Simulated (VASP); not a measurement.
Si3Br, 4 atoms in the cell. It takes space group I4/mmm (No. 139, tetragonal). The conventional cell has a = 3.669 Å, b = 3.669 Å, c = 12.448 Å, α = 90.00°, β = 90.00°, γ = 90.00°. Si (site symmetry 4/mmm) has 4 Br at 2.59 Å within 3.4 Å. Within 3.4 Å of Si (site symmetry -4m2) lie 4 Si at 2.59 Å. Br (site symmetry 4/mmm) has 4 Si at 2.59 Å within 3.4 Å. The cell was generated, and may not be a known phase.

```yaml
Program: VASP 6.6.1
Task: single point
Functional: PBE
Potentials_or_basis: VASP PAW PBE potentials, release 64 (Si, Br)
Cutoff: 520 eV
k_mesh: 16 × 16 × 16
Occupations: gaussian, width 0.1 eV
Spin: no spin polarisation
Dipole_correction: no
Further_INCAR_settings: ALGO = Normal; EDIFF = 1e-06; NBANDS = 18
```

Potentials or basis: VASP PAW PBE potentials, release 64 (Si, Br).

Launch:

```console
$ cat potpaw_PBE.64/Si/POTCAR potpaw_PBE.64/Br/POTCAR > POTCAR
$ mpirun -np 1 vasp_std > vasp.out
```

Hardware: 1 thread of Intel(R) Xeon(R) 6975P-C (Granite Rapids), on a shared host.

Q: How long does it take, and how much memory?

A: Run time: 7.5 min on 1 thread of Intel(R) Xeon(R) 6975P-C (Granite Rapids), on a shared host, peak memory 0.68 GiB. Counts: scf iterations 13, k points 349.
